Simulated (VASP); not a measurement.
Write the native input for VASP 6.6.1 that does the following.

* Task: single point
* Functional: PBEsol
* Potentials or basis: VASP PAW PBE potentials, release 64 (B, N)
* Cutoff: 520 eV
* k mesh: 12 × 12 × 4
* Occupations: gaussian, width 0.05 eV
* Spin: no spin polarisation
* Dipole correction: no
* Further INCAR settings: ALGO = Normal; EDIFF = 1e-06; NBANDS = 16

The structure of BN lies in POSCAR:

```
BN
1.0
    2.5852983215      0.0000000000      0.0000000000
   -1.2926491607      2.2389340228      0.0000000000
    0.0000000000      0.0000000000      6.6900000000
B N
2 2
Direct
    0.0000000000      0.0000000000      0.5000000000
    0.3333333333      0.6666666667      0.0000000000
    0.0000000000      0.0000000000      0.0000000000
    0.6666666667      0.3333333333      0.5000000000
```

This cell differs from its parent crystal: strain +0.030 along x and y, +0.000 along z.

These files were run (other wordings do the same):

INCAR

```
PREC = Accurate ; ENCUT = 520
EDIFF = 1E-6 ; ISMEAR = 0
SIGMA = 0.05 ; LREAL = F
LASPH = T ; NELM = 100
ALGO = Normal ; ISIF = 2
LWAVE = F ; LCHARG = F
GGA = PS ; NBANDS = 16
```

KPOINTS

```
regular mesh
0
Gamma
  12 12 4
```

Potentials or basis: VASP PAW PBE potentials, release 64 (B, N).

Run with:

```sh
$ cat potpaw_PBE.64/B/POTCAR potpaw_PBE.64/N/POTCAR > POTCAR
$ mpirun -np 1 vasp_std > vasp.out
```

It gave:

```
Pressure               : -19.4 GPa
Band gap on the k mesh : 4.09 eV, indirect (least direct gap 4.17 eV)
```

Caveat: the cell differs from its parent crystal (strain +0.030 along x and y, +0.000 along z); the PAW data sets were made with another functional, which shifts forces and pressure a little; this functional lacks dispersion, which binds the layers, so the pressure and a relaxed spacing across them are unreliable.

Wall time 24 s on 1 thread of Intel(R) Xeon(R) Platinum 8259CL CPU @ 2.50GHz (Skylake/Cascade Lake), on a shared host, peak memory 0.16 GiB.
